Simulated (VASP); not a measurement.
# B (Fd-3m) in VASP: single point with r2SCAN0

Aim: the single point of B with r2SCAN0.

Everything below comes from runs of VASP 6.6.1. Logs are shortened: lines on timing, memory, paths and dates and some standing lists are left out, and cuts for length are marked.

## Step 1: The cell of the first run

The structure is cubic, space group Fd-3m (No. 227). The conventional cell has a = 4.054 Å, b = 4.054 Å, c = 4.054 Å, α = 90.00°, β = 90.00°, γ = 90.00°. Within 2.3 Å of B (site symmetry -43m) lie 4 B at 1.76 Å.

This isn't the form of B at room conditions, which is rhombohedral.

## Step 2: Single point, r2SCAN0

The input, POSCAR:

```
B
1.0
    0.0000000000      2.0271810083      2.0271810083
    2.0271810083      0.0000000000      2.0271810083
    2.0271810083      2.0271810083      0.0000000000
B
2
Direct
    0.1250000000      0.1250000000      0.1250000000
    0.8750000000      0.8750000000      0.8750000000
```

The input, INCAR.step1:

```
PREC = Accurate ; ENCUT = 520
EDIFF = 1E-5 ; ISMEAR = -1
SIGMA = 0.1 ; LREAL = F
LASPH = T ; NELM = 100
ALGO = Normal ; ISIF = 2
LWAVE = T ; LCHARG = F
GGA = PE ; NBANDS = 10
```

The input, INCAR.step2:

```
PREC = Accurate ; ENCUT = 520
EDIFF = 1E-7 ; ISMEAR = -1
SIGMA = 0.1 ; LREAL = F
LASPH = T ; NELM = 100
ALGO = Normal ; ISIF = 2
LWAVE = F ; LCHARG = F
METAGGA = R2SCAN ; LHFCALC = T
AEXX = 0.25 ; LMIXTAU = T
PRECFOCK = Normal ; ISTART = 1
NBANDS = 10
```

The input, KPOINTS:

```
regular mesh
0
Gamma
  7 7 7
```

Potentials or basis: VASP PAW PBE potentials, release 64 (B).

The run is started by

```sh
cat potpaw_PBE.64/B/POTCAR > POTCAR
cp INCAR.step1 INCAR
mpirun -np 1 vasp_std > vasp.out
cp INCAR.step2 INCAR
mpirun -np 1 vasp_std > vasp.out
```

OUTCAR:

```text
PREC = Accurate
   ENCUT = 520
   EDIFF = 1E-7
   ISMEAR = -1
   LREAL = F
   LASPH = T
   NELM = 100
   ISIF = 2
   METAGGA = R2SCAN
   LHFCALC = T
   AEXX = 0.25
   PRECFOCK = Normal
   ISTART = 1

 ion  position               nearest neighbor table
   1  0.125  0.125  0.125-   2 1.76   2 1.76   2 1.76   2 1.76
   2  0.875  0.875  0.875-   1 1.76   1 1.76   1 1.76   1 1.76

  LATTYP: Found a face centered cubic cell.
 ALAT       =     4.0543620166

  Lattice vectors:

 A1 = (   0.0000000000,   2.0271810083,   2.0271810083)
 A2 = (   2.0271810083,   0.0000000000,   2.0271810083)
 A3 = (   2.0271810083,   2.0271810083,   0.0000000000)

Analysis of symmetry for initial positions (statically):
=====================================================================
 Subroutine PRICEL returns:
 Original cell was already a primitive cell.

 Routine SETGRP: Setting up the symmetry group for a
 face centered cubic supercell.

 Subroutine GETGRP returns: Found 48 space group operations
 (whereof 12 operations were pure point group operations)
 out of a pool of 48 trial point group operations.

The static configuration has the point symmetry D_3d.
 The point group associated with its full space group is O_h .

Analysis of symmetry for dynamics (positions and initial velocities):
=====================================================================
 Subroutine PRICEL returns:
 Original cell was already a primitive cell.

 Routine SETGRP: Setting up the symmetry group for a
 face centered cubic supercell.

 Subroutine GETGRP returns: Found 48 space group operations
 (whereof 12 operations were pure point group operations)
 out of a pool of 48 trial point group operations.

The dynamic configuration has the point symmetry D_3d.
 The point group associated with its full space group is O_h .

 Subroutine INISYM returns: Found 48 space group operations
 (whereof 12 operations are pure point group operations),
 and found     1 'primitive' translations

----------------------------------------------------------------------------------------

                                     Primitive cell

  volume of cell :      16.6613

  direct lattice vectors                    reciprocal lattice vectors
     0.000000000  2.027181008  2.027181008    -0.246647930  0.246647930  0.246647930
     2.027181008  0.000000000  2.027181008     0.246647930 -0.246647930  0.246647930
     2.027181008  2.027181008  0.000000000     0.246647930  0.246647930 -0.246647930

[... 93 lines left out ...]
   ISMEAR =    -1;   SIGMA  =   0.10  broadening in eV -4-tet -1-fermi 0-gaus
   EFERMI_NEDOS =   21; number of points for ismear=-14 and -15
   IALGO  =     38    algorithm
   IMIX   =      1    mixing-type and parameters
     AMIX     =   0.40;   BMIX     =  1.00
     AMIX_MAG =   1.60;   BMIX_MAG =  1.00
  volume/ion in A,a.u.               =       8.33        56.22
  Fermi-wavevector in a.u.,A,eV,Ry     =   1.164723  2.201008 18.457393  1.356580
  Thomas-Fermi vector in A             =   2.301258
   LORBIT       =      0    0 simple, 1 ext, 2 COOP (PROOUT), +10 PAW based schemes
   METAGGA = R2SCAN    functional components
   LHFCALC =     T    Hartree Fock is set to
   PRECFOCK=normal    Normal, Fast or Accurate (Low or Medium for compatibility)
   ENCUT4O =  -1.0   cutoff for four orbital integrals eV
   NKREDX  =     1    reduce k-point grid by
   NKREDY  =     1    reduce k-point grid by
   NKREDZ  =     1    reduce k-point grid by
   AEXX    =    0.2500 exact exchange contribution
   HFSCREEN=    0.0000 screening length (either q_TF or 0.3 A-1)
   HFSCREENC=   0.0000 screening length for correlation (either q_TF or 0.3 A-1)
   ENCUTFOCK=  -1.0 apply spherical cutoff to Coloumb kernel
   IVDW    =     0    specifies the selected vdW correction
   LEPSILON=     F    determine dielectric tensor
   LRPA    =     F    only Hartree local field effects (RPA)
 non-spin polarized calculation
  energy-cutoff  :      520.00
  volume of cell :       16.66
 maximum number of plane-waves:       459
 NGX is ok and might be reduce to    24
  NGX = 16; NGY = 16; NGZ = 16

 number of electron       6.0000000 magnetization

 Free energy of the ion-electron system (eV)
  ---------------------------------------------------
  ext. energy  EPLUGINS =         0.00000000
  ---------------------------------------------------
  free energy    TOTEN  =       -13.96329973 eV

  energy without entropy =      -13.94943797  energy(sigma->0) =      -13.95636885

 E-fermi :   3.5632     XC(G=0):  -9.2229

 val. band max:        3.0529846981   @ k =  -0.4286   0.2857   0.1429
 cond. band min:       3.6077718887   @ k =  -0.2857   0.1429   0.0000
 fundamental gap:      0.5547871906
 Fermi energy:         3.5631832784

 k-point     1 :       0.0000    0.0000    0.0000
  band No.  band energies     occupation
      1     -12.1209      2.00000
      2       9.0011      0.00000
      3       9.0011      0.00000
      4       9.0011      0.00000
      5      13.3999      0.00000
      6      13.3999      0.00000
      7      13.3999      0.00000
      8      22.2902      0.00000
      9      24.6172      0.00000
     10      28.7050      0.00000
[... 235 lines left out ...]
 k-point    20 :      -0.2857    0.4286    0.1429
  band No.  band energies     occupation
      1      -4.1651      2.00000
      2      -2.7175      2.00000
      3      -1.3796      2.00000
      4       1.2464      2.00000
      5      15.0992      0.00000
      6      18.3460      0.00000
      7      20.5013      0.00000
      8      21.1119      0.00000
      9      25.5731      0.00000
     10      28.7896      0.00000

------------------------ aborting loop because EDIFF is reached ----------------------------------------

  FORCE on cell =-STRESS in cart. coord.  units (eV):
  Direction    XX          YY          ZZ          XY          YZ          ZX
  --------------------------------------------------------------------------------------
  -------------------------------------------------------------------------------------
  Total       -0.2444907     -0.2444907     -0.2444907      0.0000000     -0.0000000      0.0000000
  in kB      -23.5106871    -23.5106871    -23.5106871      0.0000000     -0.0000000      0.0000000
  external PRESSURE =     -23.5106871 kB  Pullay stress =       0.0000000 kB

 VOLUME and BASIS-vectors are now :
 -----------------------------------------------------------------------------
  energy-cutoff  :      520.00
  volume of cell :       16.66
      direct lattice vectors                 reciprocal lattice vectors
     0.000000000  2.027181008  2.027181008    -0.246647930  0.246647930  0.246647930
     2.027181008  0.000000000  2.027181008     0.246647930 -0.246647930  0.246647930
     2.027181008  2.027181008  0.000000000     0.246647930  0.246647930 -0.246647930

 POSITION                                       TOTAL-FORCE (eV/Angst)
 -----------------------------------------------------------------------------------
      0.50680      0.50680      0.50680        -0.000000     -0.000000     -0.000000
      3.54757      3.54757      3.54757         0.000000      0.000000      0.000000
 -----------------------------------------------------------------------------------
    total drift:                                0.000000      0.000000      0.000000

  FREE ENERGIE OF THE ION-ELECTRON SYSTEM (eV)
  ---------------------------------------------------
  free  energy   TOTEN  =       -13.9632997309 eV

  energy  without entropy=      -13.9494379693  energy(sigma->0) =      -13.95636885
```

Wall time 4.8 min (1 thread of Intel Xeon Platinum 8259CL at 2.50GHz (Skylake/Cascade Lake), shared host); peak memory 0.14 GiB.

What came out:

- Free energy: -13.9633 eV
- Pressure: -2.4 GPa
- Band gap on the k mesh: zero (bands 3 and 4 overlap by 8.14 eV)

Levels at points of the mesh, in eV from the Fermi level:
| k point | band 1 | band 2 | band 3 | band 4 | band 5 |
| --- | --- | --- | --- | --- | --- |
| (0.00, 0.00, 0.00) | -15.68 | 5.44 | 5.44 | 5.44 | 9.84 |

Caveat: the k points lie up to 0.38 Å⁻¹ apart, too coarse for converged energies and pressures of a metal; the PAW data sets were made with another functional, which shifts forces and pressure a little.
